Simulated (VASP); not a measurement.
# Mn (R-3m) in VASP: notebook

Runs on Mn. Level: PBEsol. Tasks: single point.

All numbers are computed with VASP 6.6.1; they aren't measurements. Logs are shortened: lines on timing, memory, paths and dates and some standing lists are left out, and cuts for length are marked.

### 1 The cell of the first run

It takes space group R-3m (No. 166, trigonal). The conventional cell has a = 2.457 Å, b = 2.457 Å, c = 17.797 Å, α = 90.00°, β = 90.00°, γ = 120.00°. Within 3.2 Å of Mn (site symmetry -3m) lie 12 Mn at 2.43 to 2.46 Å. Within 3.2 Å of Mn (site symmetry 3m) lie 12 Mn at 2.43 to 2.46 Å.

### 2 Single point, PBEsol, collinear spin, ferromagnetic start

The input, INCAR:

```
SYSTEM = Mn
ALGO = Normal
EDIFF = 1E-6
ENCUT = 520
GGA = PS
ISIF = 2
ISMEAR = 0
ISPIN = 2
LASPH = .TRUE.
LCHARG = .FALSE.
LMAXMIX = 4
LORBIT = 11
LREAL = .FALSE.
LWAVE = .FALSE.
MAGMOM = 3.69 3.7 3.7
NBANDS = 30
NELM = 150
PREC = Accurate
SIGMA = 0.1
```

The input, KPOINTS:

```
k-points
0
G
  9 9 9
  0 0 0
```

The input, POSCAR:

```
Mn
1.0
    1.2282722888      0.7091433366      5.9322140235
   -1.2282722888      0.7091433366      5.9322140235
    0.0000000000     -1.4182866731      5.9322140235
Mn
3
Direct
    0.0000000000      0.0000000000      0.0000000000
    0.2221928487      0.2221928487      0.2221928487
    0.7778071513      0.7778071513      0.7778071513
```

Potentials or basis: VASP PAW PBE potentials, release 64 (Mn_pv).

The run is started by

```bash
$ cat potpaw_PBE.64/Mn_pv/POTCAR > POTCAR
$ mpirun -np 1 vasp_std > vasp.out
```

OUTCAR:

```text
SYSTEM = Mn
   EDIFF = 1E-6
   ENCUT = 520
   GGA = PS
   ISIF = 2
   ISMEAR = 0
   ISPIN = 2
   LASPH = .TRUE.
   LORBIT = 11
   LREAL = .FALSE.
   NELM = 150
   PREC = Accurate

 ion  position               nearest neighbor table
   1  0.000  0.000  0.000-   3 2.43   2 2.43   3 2.43   3 2.43   2 2.43   2 2.43
   2  0.222  0.222  0.222-   3 2.43   3 2.43   3 2.43   1 2.43   1 2.43   1 2.43
   3  0.778  0.778  0.778-   2 2.43   2 2.43   2 2.43   1 2.43   1 2.43   1 2.43

  LATTYP: Found a trigonal (rhomboedric) cell.
 ALAT       =     6.0994016352
 COS(alpha) =     0.9188955209

  Lattice vectors:

 A1 = (   1.2282722888,   0.7091433366,   5.9322140235)
 A2 = (  -1.2282722888,   0.7091433366,   5.9322140235)
 A3 = (   0.0000000000,  -1.4182866731,   5.9322140235)

Analysis of symmetry for initial positions (statically):
=====================================================================
 Subroutine PRICEL returns:
 Original cell was already a primitive cell.

 Routine SETGRP: Setting up the symmetry group for a
 trigonal (rhombohedral) supercell.

 Subroutine GETGRP returns: Found 12 space group operations
 (whereof 12 operations were pure point group operations)
 out of a pool of 12 trial point group operations.

The static configuration has the point symmetry D_3d.

Analysis of symmetry for dynamics (positions and initial velocities):
=====================================================================
 Subroutine PRICEL returns:
 Original cell was already a primitive cell.

 Routine SETGRP: Setting up the symmetry group for a
 trigonal (rhombohedral) supercell.

 Subroutine GETGRP returns: Found 12 space group operations
 (whereof 12 operations were pure point group operations)
 out of a pool of 12 trial point group operations.

The dynamic configuration has the point symmetry D_3d.

Analysis of structural, dynamic, and magnetic symmetry:
=====================================================================
 Subroutine PRICEL returns:
 Original cell was already a primitive cell.

 Routine SETGRP: Setting up the symmetry group for a
 trigonal (rhombohedral) supercell.

 Subroutine GETGRP returns: Found 12 space group operations
 (whereof 12 operations were pure point group operations)
 out of a pool of 12 trial point group operations.

The overall configuration has the point symmetry D_3d.

 Subroutine INISYM returns: Found 12 space group operations
 (whereof 12 operations are pure point group operations),
 and found     1 'primitive' translations

----------------------------------------------------------------------------------------

                                     Primitive cell

  volume of cell :      31.0025

  direct lattice vectors                    reciprocal lattice vectors
     1.228272289  0.709143337  5.932214024     0.407075861  0.235025358  0.056190375
    -1.228272289  0.709143337  5.932214024    -0.407075861  0.235025358  0.056190375
     0.000000000 -1.418286673  5.932214024     0.000000000 -0.470050716  0.056190375

  length of vectors
     6.099401635  6.099401635  6.099401635     0.473397332  0.473397332  0.473397332

  position of ions in fractional coordinates (direct lattice)
     0.000000000  0.000000000  0.000000000
     0.222192849  0.222192849  0.222192849
     0.777807151  0.777807151  0.777807151

  ion indices of the primitive-cell ions
   primitive index   ion index
                 1           1
                 2           2
                 3           3

----------------------------------------------------------------------------------------

 KPOINTS: k-points

Automatic generation of k-mesh.
 Grid dimensions read from file:
 generate k-points for:    9    9    9

 Generating k-lattice:

  Cartesian coordinates                     Fractional coordinates (reciprocal lattice)
     0.045230651  0.026113929  0.006243375     0.111111111  0.000000000 -0.000000000
    -0.045230651  0.026113929  0.006243375     0.000000000  0.111111111 -0.000000000
     0.000000000 -0.052227857  0.006243375     0.000000000  0.000000000  0.111111111

  Length of vectors
     0.052599704  0.052599704  0.052599704

  Shift w.r.t. Gamma in fractional coordinates (k-lattice)
     0.000000000  0.000000000  0.000000000

 Subroutine IBZKPT returns following result:
 ===========================================

 Found     85 irreducible k-points:

 Following reciprocal coordinates:
            Coordinates               Weight
  0.000000  0.000000  0.000000      1.000000
  0.111111  0.000000 -0.000000      6.000000
  0.222222  0.000000 -0.000000      6.000000
  0.333333 -0.000000  0.000000      6.000000
  0.444444  0.000000 -0.000000      6.000000
  0.111111  0.111111 -0.000000      6.000000
[... 16 lines left out ...]
 -0.333333  0.333333  0.000000      6.000000
  0.444444  0.444444 -0.000000      6.000000
 [... further k-points ...]
   k-points           NKPTS =     85   k-points in BZ     NKDIM =     85   number of bands    NBANDS=     30
   number of dos      NEDOS =    301   number of ions     NIONS =      3
   total plane-waves  NPLWV = 110592
   dimension x,y,z NGX =    48 NGY =   48 NGZ =   48
   dimension x,y,z NGXF=    96 NGYF=   96 NGZF=   96
   ions per type =               3
   NGX,Y,Z   is equivalent  to a cutoff of  13.08, 13.08, 13.08 a.u.
   NGXF,Y,Z  is equivalent  to a cutoff of  26.17, 26.17, 26.17 a.u.
 SYSTEM =  Mn
   PREC   = accura    normal or accurate (medium, high low for compatibility)
   ISTART =      0    job   : 0-new  1-cont  2-samecut
   ICHARG =      2    charge: 1-file 2-atom 10-const
   ISPIN  =      2    spin polarized calculation?
   LNONCOLLINEAR =      F non collinear calculations
   LSORBIT =      F    spin-orbit coupling
   LASPH  =      T    aspherical Exc in radial PAW
   ENCUT  =  520.0 eV  38.22 Ry    6.18 a.u.  11.34 11.34 11.34*2*pi/ulx,y,z
   NELM   =    150;   NELMIN=  2; NELMDL= -5     # of ELM steps
   EDIFF  = 0.1E-05   stopping-criterion for ELM
   LREAL  =      F    real-space projection
   EDIFFG = 0.1E-04   stopping-criterion for IOM
   NSW    =      0    number of steps for IOM
   IBRION =     -1    ionic relax: 0-MD 1-quasi-New 2-CG
   NFREE  =      0    steps in history (QN), initial steepest desc. (CG)
   ISIF   =      2    stress and relaxation
   ISYM   =      2    0-nonsym 1-usesym 2-fastsym
   POTIM  = 0.5000    time-step for ionic-motion
   TEBEG  =    0.0;   TEEND  =   0.0 temperature during run
   PSTRESS=    0.0 pullay stress
   NELECT =      39.0000    total number of electrons
   NUPDOWN=      -1.0000    fix difference up-down
   EMIN   =  10.00;   EMAX   =-10.00  energy-range for DOS
   EFERMI =   0.00;   METHOD = LEGACY
   ISMEAR =     0;   SIGMA  =   0.10  broadening in eV -4-tet -1-fermi 0-gaus
   EFERMI_NEDOS =   21; number of points for ismear=-14 and -15
   IALGO  =     38    algorithm
   IMIX   =      4    mixing-type and parameters
     AMIX     =   0.40;   BMIX     =  1.00
     AMIX_MAG =   1.60;   BMIX_MAG =  1.00
  volume/ion in A,a.u.               =      10.33        69.74
  Fermi-wavevector in a.u.,A,eV,Ry     =   1.767248  3.339614 42.493237  3.123165
  Thomas-Fermi vector in A             =   2.834671
   LORBIT       =     11    0 simple, 1 ext, 2 COOP (PROOUT), +10 PAW based schemes
   GGA     = PS    functional components
   LHFCALC =     F    Hartree Fock is set to
   AEXX    =    0.0000 exact exchange contribution
   IVDW    =     0    specifies the selected vdW correction
   LEPSILON=     F    determine dielectric tensor
   LRPA    =     F    only Hartree local field effects (RPA)
 spin polarized calculation
 Gauss-broadening in eV      SIGMA  =   0.10
  energy-cutoff  :      520.00
  volume of cell :       31.00
 maximum number of plane-waves:       854
 NGX is ok and might be reduce to    48
   NGX = 23   NGY = 23   NGZ = 23

 number of electron      39.0000001 magnetization       0.0003787

 number of electron      39.0000001 magnetization      -0.0002519

 Free energy of the ion-electron system (eV)
  ---------------------------------------------------
  ext. energy  EPLUGINS =         0.00000000
  ---------------------------------------------------
  free energy    TOTEN  =       -29.10235034 eV

  energy without entropy =      -29.08078776  energy(sigma->0) =      -29.09156905

 E-fermi :  10.8039     XC(G=0): -14.4293

 val. band max:       10.8004740737   @ k =  -0.3333   0.2222   0.1111
 cond. band min:      10.8051759415   @ k =   0.2222   0.1111   0.0000
 fundamental gap:      0.0047018677
 Fermi energy:        10.8038838323

 spin component 1

 k-point     1 :       0.0000    0.0000    0.0000
  band No.  band energies     occupation
      1     -37.2434      1.00000
      2     -37.2179      1.00000
      3     -36.6792      1.00000
      4     -36.6792      1.00000
      5     -36.6412      1.00000
      6     -36.6412      1.00000
[... 22 lines left out ...]
     29      24.7328      0.00000
     30      31.6695      0.00000
[... 728 lines left out ...]
  band No.  band energies     occupation
      1     -37.4057      1.00000
      2     -37.3037      1.00000
      3     -37.2379      1.00000
      4     -36.9932      1.00000
      5     -36.8772      1.00000
      6     -36.7830      1.00000
[... 22 lines left out ...]
     29      21.8015      0.00000
     30      24.5883      0.00000

 [... further k-points ...]

 spin component 2

 k-point     1 :       0.0000    0.0000    0.0000
  band No.  band energies     occupation
      1     -37.2434      1.00000
      2     -37.2180      1.00000
      3     -36.6793      1.00000
      4     -36.6793      1.00000
      5     -36.6413      1.00000
      6     -36.6413      1.00000
[... 22 lines left out ...]
     29      24.7327      0.00000
     30      31.6694      0.00000
[... 728 lines left out ...]
  band No.  band energies     occupation
      1     -37.4057      1.00000
      2     -37.3038      1.00000
      3     -37.2380      1.00000
      4     -36.9932      1.00000
      5     -36.8773      1.00000
      6     -36.7831      1.00000
[... 22 lines left out ...]
     29      21.8014      0.00000
     30      24.5883      0.00000

 [... further k-points ...]
[... 5 lines left out ...]
  --------------------------------------------------------------------------------------
  -------------------------------------------------------------------------------------
  Total       -0.0137843     -0.0137843     -0.0487163      0.0000000     -0.0000000      0.0000000
  in kB       -0.7123600     -0.7123600     -2.5176074      0.0000000     -0.0000000      0.0000000
  external PRESSURE =      -1.3141091 kB  Pullay stress =       0.0000000 kB

 VOLUME and BASIS-vectors are now :
 -----------------------------------------------------------------------------
  energy-cutoff  :      520.00
  volume of cell :       31.00
      direct lattice vectors                 reciprocal lattice vectors
     1.228272289  0.709143337  5.932214024     0.407075861  0.235025358  0.056190375
    -1.228272289  0.709143337  5.932214024    -0.407075861  0.235025358  0.056190375
     0.000000000 -1.418286673  5.932214024     0.000000000 -0.470050716  0.056190375

 POSITION                                       TOTAL-FORCE (eV/Angst)
 -----------------------------------------------------------------------------------
      0.00000      0.00000      0.00000         0.000000     -0.000000      0.000000
      0.00000      0.00000      3.95429         0.000000      0.000000      0.000621
      0.00000      0.00000     13.84236         0.000000     -0.000000     -0.000621
 -----------------------------------------------------------------------------------
    total drift:                                0.000000     -0.000000      0.000000

  FREE ENERGIE OF THE ION-ELECTRON SYSTEM (eV)
  ---------------------------------------------------
  free  energy   TOTEN  =       -29.1023503391 eV

  energy  without entropy=      -29.0807877644  energy(sigma->0) =      -29.09156905

 total charge

# of ion       s       p       d       tot
------------------------------------------
    1        0.447   6.433   5.193  12.073
    2        0.446   6.433   5.194  12.072
    3        0.446   6.433   5.194  12.072
--------------------------------------------------
tot          1.339  19.298  15.581  36.218

 magnetization (x)

# of ion       s       p       d       tot
------------------------------------------
    1        0.000  -0.000   0.000   0.000
    2       -0.000  -0.000  -0.000  -0.000
    3       -0.000  -0.000  -0.000  -0.000
--------------------------------------------------
tot         -0.000  -0.000  -0.000  -0.000
```

It took 11 min on 1 thread of AMD EPYC 9R45 (Zen 5), shared host; peak memory 0.42 GiB.

What came out:

- Free energy: -29.1024 eV
- Pressure: -0.1 GPa
- Net moment: 0.00 μB per cell
- Valence electrons inside the program's atomic spheres: Mn 12.07

Caveat: the starting moments collapsed, and a magnetic state may lie lower; the PAW data sets were made with another functional, which shifts forces and pressure a little.

### 3 Single point, PBEsol

The input, INCAR:

```
  PREC = Accurate
  ENCUT = 520
  EDIFF = 1E-6
  ISMEAR = 0
  SIGMA = 0.1
  LREAL = False
  LASPH = True
  NELM = 100
  ALGO = Normal
  ISIF = 2
  LWAVE = False
  LCHARG = False
  GGA = PS
  NBANDS = 26
```

The input, KPOINTS:

```
Automatic mesh
0
Gamma
  21 21 21
```

The input, POSCAR:

```
Mn
1.0
    1.2268106656      0.7082994680      5.9423559562
   -1.2268106656      0.7082994680      5.9423559562
    0.0000000000     -1.4165989360      5.9423559562
Mn
3
Direct
    0.0000000000      0.0000000000      0.0000000000
    0.2221612003      0.2221612003      0.2221612003
    0.7778387997      0.7778387997      0.7778387997
```

Potentials or basis: VASP PAW PBE potentials, release 64 (Mn_pv).

The run is started by

```bash
$ cat potpaw_PBE.64/Mn_pv/POTCAR > POTCAR
$ mpirun -np 1 vasp_std > vasp.out
```

Run time: 24 min. Hardware: 1 thread of Intel Xeon Platinum 8559C (Emerald Rapids), shared host; peak memory 0.72 GiB.

It converged, with:

| Property | Result |
| --- | --- |
| Free energy | -29.1134 eV |
| Pressure | 0.0 GPa |
| Largest force | 0.007 eV/Å |

Forces on the atoms (eV/Å):
```
Mn   0.000  0.000  0.000
Mn   0.000  0.000 -0.007
Mn   0.000  0.000  0.007
```

Stress tensor (GPa, compression positive):
```
 0.04  0.00  0.00
 0.00  0.04  0.00
 0.00  0.00 -0.05
```

Levels at points of the mesh, in eV from the Fermi level:
```tsv
k point	band 16	band 17	band 18	band 19	band 20	band 21	band 22	band 23
(0.00, 0.00, 0.00)	-1.22	-1.05	-1.00	-1.00	-0.75	-0.75	0.22	0.22
```

Caveat: the PAW data sets were made with another functional, which shifts forces and pressure a little; the run has no spin polarisation, though such a crystal can be magnetic. Spin polarisation is off, so any magnetic state and its effect on volume and gap are missing.

(Part 1 of 2 ends here.)
